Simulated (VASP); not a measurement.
# PrMo2 (I4/mmm) in VASP: notebook

The runs below take PrMo2 through single point, with PBE.

Everything below comes from runs of VASP 6.6.1. Logs are shortened: lines on timing, memory, paths and dates and some standing lists are left out, and cuts for length are marked.

## 1. The cell of the first run

Symmetry: I4/mmm, No. 139, tetragonal system. The conventional cell has a = 3.298 Å, b = 3.298 Å, c = 11.515 Å, α = 90.00°, β = 90.00°, γ = 90.00°. Pr (site symmetry 4/mmm) has 10 Mo at 3.24 to 3.51 Å and 4 Pr at 3.30 Å within 4.3 Å. Within 3.6 Å of Mo (site symmetry 4mm) lie 8 Mo at 2.65 to 3.30 Å and 5 Pr at 3.24 to 3.51 Å.

The cell was generated, and may not be a known phase.

## 2. Single point, PBE

File INCAR:

```
  PREC = Accurate
  ENCUT = 500
  EDIFF = 1E-6
  ISMEAR = 0
  SIGMA = 0.1
  LREAL = F
  LASPH = T
  NELM = 200
  ALGO = Normal
  ISIF = 2
  LWAVE = F
  LCHARG = F
  GGA = PE
  NBANDS = 26
  GGA_COMPAT = F
  LMAXMIX = 6
```

File KPOINTS:

```
Automatic mesh
0
Gamma
  20 20 20
```

File POSCAR:

```
PrMo2
1.0
   -1.6488776729      1.6488776729      5.7576610661
    1.6488776729     -1.6488776729      5.7576610661
    1.6488776729      1.6488776729     -5.7576610661
Pr Mo
1 2
Direct
    0.0000000000      0.0000000000      0.0000000000
    0.3044954432      0.3044954432      0.0000000000
    0.6955045568      0.6955045568      0.0000000000
```

Potentials or basis: VASP PAW PBE potentials, release 64 (Pr_3, Mo_sv), 4f in core.

Run with:

```sh
cat potpaw_PBE.64/Pr_3/POTCAR potpaw_PBE.64/Mo_sv/POTCAR > POTCAR
mpirun -np 1 vasp_std > vasp.out
```

OUTCAR:

```text
PREC = Accurate
   ENCUT = 500
   EDIFF = 1E-6
   ISMEAR = 0
   LREAL = F
   LASPH = T
   NELM = 200
   ISIF = 2
   GGA = PE

 ion  position               nearest neighbor table
   1  0.000  0.000  0.000-   3 3.24   3 3.24   3 3.24   2 3.24   3 3.24   2 3.24   2 3.24   2 3.24
                             2 3.51   3 3.51
   2  0.304  0.304  0.000-   3 2.65   3 2.65   3 2.65   3 2.65   1 3.24   1 3.24   1 3.24   1 3.24
                             1 3.51
   3  0.696  0.696  0.000-   2 2.65   2 2.65   2 2.65   2 2.65   1 3.24   1 3.24   1 3.24   1 3.24
                             1 3.51

  LATTYP: Found a body centered tetragonal cell.
 ALAT       =     3.2977553458
 C/A-ratio  =     3.4918667168

  Lattice vectors:

 A1 = (  -1.6488776729,   1.6488776729,   5.7576610661)
 A2 = (   1.6488776729,  -1.6488776729,   5.7576610661)
 A3 = (   1.6488776729,   1.6488776729,  -5.7576610661)

Analysis of symmetry for initial positions (statically):
=====================================================================
 Subroutine PRICEL returns:
 Original cell was already a primitive cell.

 Routine SETGRP: Setting up the symmetry group for a
 body centered tetragonal supercell.

 Subroutine GETGRP returns: Found 16 space group operations
 (whereof 16 operations were pure point group operations)
 out of a pool of 16 trial point group operations.

The static configuration has the point symmetry D_4h.

Analysis of symmetry for dynamics (positions and initial velocities):
=====================================================================
 Subroutine PRICEL returns:
 Original cell was already a primitive cell.

 Routine SETGRP: Setting up the symmetry group for a
 body centered tetragonal supercell.

 Subroutine GETGRP returns: Found 16 space group operations
 (whereof 16 operations were pure point group operations)
 out of a pool of 16 trial point group operations.

The dynamic configuration has the point symmetry D_4h.

 Subroutine INISYM returns: Found 16 space group operations
 (whereof 16 operations are pure point group operations),
 and found     1 'primitive' translations

----------------------------------------------------------------------------------------

                                     Primitive cell

  volume of cell :      62.6157

  direct lattice vectors                    reciprocal lattice vectors
    -1.648877673  1.648877673  5.757661066     0.000000000  0.303236564  0.086840819
     1.648877673 -1.648877673  5.757661066     0.303236564  0.000000000  0.086840819
     1.648877673  1.648877673 -5.757661066     0.303236564  0.303236564  0.000000000

  length of vectors
     6.211944632  6.211944632  6.211944632     0.315426285  0.315426285  0.428841261

  position of ions in fractional coordinates (direct lattice)
     0.000000000  0.000000000  0.000000000
     0.304495443  0.304495443  0.000000000
     0.695504557  0.695504557  0.000000000

  ion indices of the primitive-cell ions
   primitive index   ion index
                 1           1
                 2           2
                 3           3

----------------------------------------------------------------------------------------

 KPOINTS: Automatic mesh

Automatic generation of k-mesh.
 Grid dimensions read from file:
 generate k-points for:   20   20   20

 Generating k-lattice:

  Cartesian coordinates                     Fractional coordinates (reciprocal lattice)
     0.000000000  0.015161828  0.004342041     0.050000000 -0.000000000  0.000000000
     0.015161828  0.000000000  0.004342041    -0.000000000  0.050000000  0.000000000
     0.015161828  0.015161828  0.000000000     0.000000000  0.000000000  0.050000000

  Length of vectors
     0.015771314  0.015771314  0.021442063

  Shift w.r.t. Gamma in fractional coordinates (k-lattice)
     0.000000000  0.000000000  0.000000000

 Subroutine IBZKPT returns following result:
 ===========================================

 Found    641 irreducible k-points:

 Following reciprocal coordinates:
            Coordinates               Weight
  0.000000  0.000000  0.000000      1.000000
  0.050000  0.000000  0.000000      8.000000
  0.100000 -0.000000  0.000000      8.000000
  0.150000 -0.000000  0.000000      8.000000
  0.200000 -0.000000  0.000000      8.000000
  0.250000  0.000000 -0.000000      8.000000
[... 16 lines left out ...]
 -0.400000  0.050000 -0.000000     16.000000
 -0.350000  0.050000 -0.000000     16.000000
 [... further k-points ...]
   k-points           NKPTS =    641   k-points in BZ     NKDIM =    641   number of bands    NBANDS=     26
   number of dos      NEDOS =    301   number of ions     NIONS =      3
   total plane-waves  NPLWV = 110592
   dimension x,y,z NGX =    48 NGY =   48 NGZ =   48
   dimension x,y,z NGXF=    96 NGYF=   96 NGZF=   96
   ions per type =               1   2
   NGX,Y,Z   is equivalent  to a cutoff of  12.85, 12.85, 12.85 a.u.
   NGXF,Y,Z  is equivalent  to a cutoff of  25.69, 25.69, 25.69 a.u.
 SYSTEM =  unknown system
   PREC   = accura    normal or accurate (medium, high low for compatibility)
   ISTART =      0    job   : 0-new  1-cont  2-samecut
   ICHARG =      2    charge: 1-file 2-atom 10-const
   ISPIN  =      1    spin polarized calculation?
   LNONCOLLINEAR =      F non collinear calculations
   LSORBIT =      F    spin-orbit coupling
   LASPH  =      T    aspherical Exc in radial PAW
   ENCUT  =  500.0 eV  36.75 Ry    6.06 a.u.  11.33 11.33 11.33*2*pi/ulx,y,z
   NELM   =    200;   NELMIN=  2; NELMDL= -5     # of ELM steps
   EDIFF  = 0.1E-05   stopping-criterion for ELM
   LREAL  =      F    real-space projection
[... 7 lines left out ...]
   TEBEG  =    0.0;   TEEND  =   0.0 temperature during run
   PSTRESS=    0.0 pullay stress
   NELECT =      39.0000    total number of electrons
   NUPDOWN=      -1.0000    fix difference up-down
   EMIN   =  10.00;   EMAX   =-10.00  energy-range for DOS
   EFERMI =   0.00;   METHOD = LEGACY
   ISMEAR =     0;   SIGMA  =   0.10  broadening in eV -4-tet -1-fermi 0-gaus
   EFERMI_NEDOS =   21; number of points for ismear=-14 and -15
   IALGO  =     38    algorithm
   IMIX   =      4    mixing-type and parameters
     AMIX     =   0.40;   BMIX     =  1.00
     AMIX_MAG =   1.60;   BMIX_MAG =  1.00
  volume/ion in A,a.u.               =      20.87       140.85
  Fermi-wavevector in a.u.,A,eV,Ry     =   1.398091  2.642009 26.594735  1.954658
  Thomas-Fermi vector in A             =   2.521283
   LORBIT       =      0    0 simple, 1 ext, 2 COOP (PROOUT), +10 PAW based schemes
   GGA     = PE    functional components
   LHFCALC =     F    Hartree Fock is set to
   AEXX    =    0.0000 exact exchange contribution
   IVDW    =     0    specifies the selected vdW correction
   LEPSILON=     F    determine dielectric tensor
   LRPA    =     F    only Hartree local field effects (RPA)
 non-spin polarized calculation
 Gauss-broadening in eV      SIGMA  =   0.10
  energy-cutoff  :      500.00
  volume of cell :       62.62
 maximum number of plane-waves:      1615
 NGX is ok and might be reduce to    48
   NGX = 23   NGY = 23   NGZ = 23

 number of electron      39.0000000 magnetization

 Free energy of the ion-electron system (eV)
  ---------------------------------------------------
  ext. energy  EPLUGINS =         0.00000000
  ---------------------------------------------------
  free energy    TOTEN  =       -25.49633271 eV

  energy without entropy =      -25.48137682  energy(sigma->0) =      -25.48885476

 E-fermi :   8.0829     XC(G=0): -11.8387

 val. band max:        8.0827608282   @ k =   0.5000   0.5000   0.4500
 cond. band min:       8.0836938087   @ k =  -0.4500   0.2000   0.0500
 fundamental gap:      0.0009329804
 Fermi energy:         8.0828603553

 k-point     1 :       0.0000    0.0000    0.0000
  band No.  band energies     occupation
      1     -52.5586      2.00000
      2     -52.2465      2.00000
      3     -27.7122      2.00000
      4     -26.8160      2.00000
      5     -26.8160      2.00000
      6     -26.6581      2.00000
[... 18 lines left out ...]
     25      10.1267      0.00000
     26      11.6122      0.00000

 k-point     2 :       0.0500    0.0000    0.0000
  band No.  band energies     occupation
      1     -52.5564      2.00000
      2     -52.2481      2.00000
      3     -27.7076      2.00000
      4     -26.8238      2.00000
      5     -26.8112      2.00000
      6     -26.6637      2.00000
[... 18 lines left out ...]
     25      10.2314      0.00000
     26      11.3445      0.00000

 k-point     3 :       0.1000   -0.0000    0.0000
  band No.  band energies     occupation
      1     -52.5500      2.00000
      2     -52.2531      2.00000
      3     -27.6942      2.00000
      4     -26.8446      2.00000
      5     -26.7969      2.00000
      6     -26.6799      2.00000
[... 18 lines left out ...]
     25      10.4364      0.00000
     26      10.9688      0.00000

 k-point     4 :       0.1500   -0.0000    0.0000
  band No.  band energies     occupation
      1     -52.5396      2.00000
      2     -52.2613      2.00000
      3     -27.6736      2.00000
      4     -26.8727      2.00000
      5     -26.7735      2.00000
      6     -26.7055      2.00000
[... 18 lines left out ...]
     25      10.6734      0.00000
     26      10.6797      0.00000
[... 496 lines left out ...]
      1     -52.4166      2.00000
      2     -52.3683      2.00000
      3     -27.5377      2.00000
      4     -26.9588      2.00000
      5     -26.9126      2.00000
      6     -26.4972      2.00000
[... 18 lines left out ...]
     25      11.1967      0.00000
     26      11.4943      0.00000

 k-point    23 :      -0.4000    0.0500   -0.0000
  band No.  band energies     occupation
      1     -52.4409      2.00000
      2     -52.3454      2.00000
      3     -27.5476      2.00000
      4     -26.9632      2.00000
      5     -26.8878      2.00000
      6     -26.5551      2.00000
[... 18 lines left out ...]
     25      10.9503      0.00000
     26      11.9644      0.00000

 k-point    24 :      -0.3500    0.0500   -0.0000
  band No.  band energies     occupation
      1     -52.4644      2.00000
      2     -52.3242      2.00000
      3     -27.5645      2.00000
      4     -26.9603      2.00000
      5     -26.8555      2.00000
      6     -26.6106      2.00000
[... 18 lines left out ...]
     25      10.6911      0.00000
     26      12.1038      0.00000

 [... further k-points ...]
[... 5 lines left out ...]
  --------------------------------------------------------------------------------------
  -------------------------------------------------------------------------------------
  Total        0.0788778      0.0788778      0.1293578      0.0000000      0.0000000     -0.0000000
  in kB        2.0182839      2.0182839      3.3099415      0.0000000      0.0000000     -0.0000000
  external PRESSURE =       2.4488364 kB  Pullay stress =       0.0000000 kB

 VOLUME and BASIS-vectors are now :
 -----------------------------------------------------------------------------
  energy-cutoff  :      500.00
  volume of cell :       62.62
      direct lattice vectors                 reciprocal lattice vectors
    -1.648877673  1.648877673  5.757661066     0.000000000  0.303236564  0.086840819
     1.648877673 -1.648877673  5.757661066     0.303236564  0.000000000  0.086840819
     1.648877673  1.648877673 -5.757661066     0.303236564  0.303236564  0.000000000

 POSITION                                       TOTAL-FORCE (eV/Angst)
 -----------------------------------------------------------------------------------
      0.00000      0.00000      0.00000         0.000000      0.000000      0.000000
      0.00000      0.00000      3.50636        -0.000000     -0.000000      0.033153
      0.00000      0.00000      8.00896        -0.000000     -0.000000     -0.033153
 -----------------------------------------------------------------------------------
    total drift:                               -0.000000     -0.000000      0.000000

  FREE ENERGIE OF THE ION-ELECTRON SYSTEM (eV)
  ---------------------------------------------------
  free  energy   TOTEN  =       -25.4963327082 eV

  energy  without entropy=      -25.4813768216  energy(sigma->0) =      -25.48885476
```

Run time: 17 min. Hardware: 1 thread of Intel Xeon 6975P-C (Granite Rapids), shared host; peak memory 1 GiB.

What came out:

| Item | Value |
| --- | --- |
| Free energy | -25.4963 eV |
| Pressure | 0.2 GPa |
| Largest force | 0.033 eV/Å |
| Band gap on the k mesh | zero (an odd number of electrons rules out a gap without spin polarisation) |

Forces in eV/Å, atoms in the order of the input:
```
Pr   0.000  0.000  0.000
Mo   0.000  0.000  0.033
Mo   0.000  0.000 -0.033
```

Levels at points of the mesh, in eV from the Fermi level:
| k point | band 17 | band 18 | band 19 | band 20 | band 21 | band 22 | band 23 | band 24 |
| --- | --- | --- | --- | --- | --- | --- | --- | --- |
| (0.00, 0.00, 0.00) | -1.21 | -0.90 | -0.26 | -0.26 | 1.10 | 1.10 | 1.98 | 2.04 |
| (0.50, 0.00, 0.00) | -1.71 | -0.92 | -0.42 | 0.56 | 0.93 | 1.74 | 2.31 | 2.82 |
| (0.50, 0.50, 0.00) | -2.05 | -1.43 | -0.36 | 0.08 | 1.20 | 2.11 | 2.37 | 2.37 |
| (0.50, 0.50, 0.50) | -0.88 | -0.16 | -0.10 | -0.10 | 0.36 | 0.36 | 0.79 | 1.15 |

Caveat: spin-orbit coupling is left out, which moves the levels of the heavy elements; the 4f electrons are frozen in the core, so they carry no moment and show no levels. Spin polarisation is off, so any magnetic state and its effect on volume and gap are missing.

## 3. Single point, PBE

This run uses another cell than the first one, of 20.71 Å³/atom.

File INCAR:

```
PREC = Accurate
ENCUT = 520
EDIFF = 1E-6
ISMEAR = 0
SIGMA = 0.1
LREAL = F
LASPH = T
NELM = 100
ALGO = Normal
ISIF = 2
LWAVE = F
LCHARG = F
GGA = PE
NBANDS = 28
```

File KPOINTS:

```
Automatic mesh
0
Gamma
  6 6 6
```

File POSCAR:

```
PrMo2
1.0
   -1.8173667400      1.8173667400      4.7025998200
    1.8173667400     -1.8173667400      4.7025998200
    1.8173667400      1.8173667400     -4.7025998200
Pr Mo
1 2
Direct
    0.0000000000      0.0000000000      0.0000000000
    0.3326520000      0.3326520000      0.0000000000
    0.6673480000      0.6673480000      0.0000000000
```

Potentials or basis: VASP PAW PBE potentials, release 64 (Pr, Mo_sv).

Run with:

```sh
cat potpaw_PBE.64/Pr/POTCAR potpaw_PBE.64/Mo_sv/POTCAR > POTCAR
mpirun -np 1 vasp_std > vasp.out
```

It took 4.6 min on 1 thread of AMD EPYC 7R43 (Zen 3), shared host; peak memory 0.23 GiB.

It converged, with:

- Free energy: -25.3359 eV
- Pressure: -13.6 GPa
- Largest force: 0.532 eV/Å
- Band gap on the k mesh: zero (an odd number of electrons rules out a gap without spin polarisation)

Forces on the atoms (eV/Å):
```
Pr   0.000  0.000  0.000
Mo   0.000  0.000 -0.532
Mo   0.000  0.000  0.532
```

Stress tensor (GPa, compression positive):
```
-16.75   0.00   0.00
  0.00 -16.75   0.00
  0.00   0.00  -7.18
```

Levels at points of the mesh, in eV from the Fermi level:
```
           k point  band 18  band 19  band 20  band 21  band 22  band 23
(0.00, 0.00, 0.00)    -0.97    -0.28    -0.28    -0.08    -0.08    -0.03
(0.50, 0.00, 0.00)    -1.23    -0.70    -0.24    -0.13     0.12     0.15
(0.50, 0.50, 0.00)    -1.09    -0.06     0.09     0.12     0.30     0.30
(0.50, 0.50, 0.50)    -1.08    -1.02    -0.64     0.21     0.24     0.24
```

Caveat: the stress differs along the axes, from -17 to -7 GPa; spin-orbit coupling is left out, which moves the levels of the heavy elements; semilocal functionals describe open f shells poorly, which spoils levels, moments and volumes. Spin polarisation is off, so any magnetic state and its effect on volume and gap are missing.

The gap in the log of VASP goes by the Fermi energy; the results here count the filled bands.